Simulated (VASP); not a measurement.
A run of VASP 6.6.1 is set up as follows.

The input INCAR:

```
PREC = Accurate ; ENCUT = 500
EDIFF = 1E-6 ; ISMEAR = 0
SIGMA = 0.01 ; LREAL = F
LASPH = T ; NELM = 120
ALGO = Normal ; ISIF = 2
LWAVE = F ; LCHARG = F
GGA = PE ; NBANDS = 16
GGA_COMPAT = F
```

The input KPOINTS:

```
Automatic mesh
0
Gamma
  8 8 8
```

POSCAR

```
GaP
1.0
    0.0000000000      2.7529819224      2.7529819224
    2.7529819224      0.0000000000      2.7529819224
    2.7529819224      2.7529819224      0.0000000000
Ga P
1 1
Direct
    0.0000000000      0.0000000000      0.0000000000
    0.2500000000      0.2500000000      0.2500000000
```

Potentials or basis: VASP PAW PBE potentials, release 64 (Ga_d, P).

Run with:

```bash
$ cat potpaw_PBE.64/Ga_d/POTCAR potpaw_PBE.64/P/POTCAR > POTCAR
$ mpirun -np 1 vasp_std > vasp.out
```

Q: Predict the band gap on the k mesh.

A: 1.58 eV, direct.

Q: Estimate the pressure.

A: -0.1 GPa.

A k mesh can miss the band edges. As with any semilocal functional, this PBE gap is likely too small.
